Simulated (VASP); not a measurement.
Runs of VASP 6.6.1 on Ag. The structure is that of space group I4/mmm (No. 139), or close to it. The cells are those of the table. 

```csv
cell,further INCAR settings,gap on the mesh (eV),pressure (GPa)
"a = 3.266, b = 3.266, c = 2.562 Å, angles 66.9, 66.9, 46.2°, 1 atom",ALGO = Fast; EDIFF = 1e-06; NBANDS = 12,none,(a)
"a = 2.897, b = 2.897, c = 3.015 Å, angles 58.6, 58.6, 62.7°, 1 atom",ALGO = Fast; EDIFF = 1e-06; NBANDS = 12,none,0.1
"a = 3.116, b = 3.116, c = 2.687 Å, angles 64.5, 64.5, 51.1°, 1 atom",ALGO = Fast; EDIFF = 1e-06; NBANDS = 12,none,4.0
"a = 2.986, b = 2.986, c = 2.841 Å, angles 61.6, 61.6, 56.8°, 1 atom",ALGO = Fast; EDIFF = 1e-06; NBANDS = 12,none,(b)
"a = 2.855, b = 2.855, c = 3.385 Å, angles 53.6, 53.6, 72.7°, 1 atom",ALGO = Fast; EDIFF = 1e-07; NBANDS = 12,none,0.7
```

Alike in all rows: task single point; level PBE; potentials or basis VASP PAW PBE potentials, release 64 (Ag); no spin polarisation; k mesh 28 × 28 × 28; cutoff (eV) 520; smearing gaussian 0.15 eV.

Task: Fill in the values left out.

Result: (a) 12.5; (b) 0.4.

Caveats: the cell stands under pressure (at least some runs).

A k mesh can miss the band edges, and the runs leave out spin-orbit coupling on Ag.

A gap of «none» marks levels without a gap at the run's occupations.
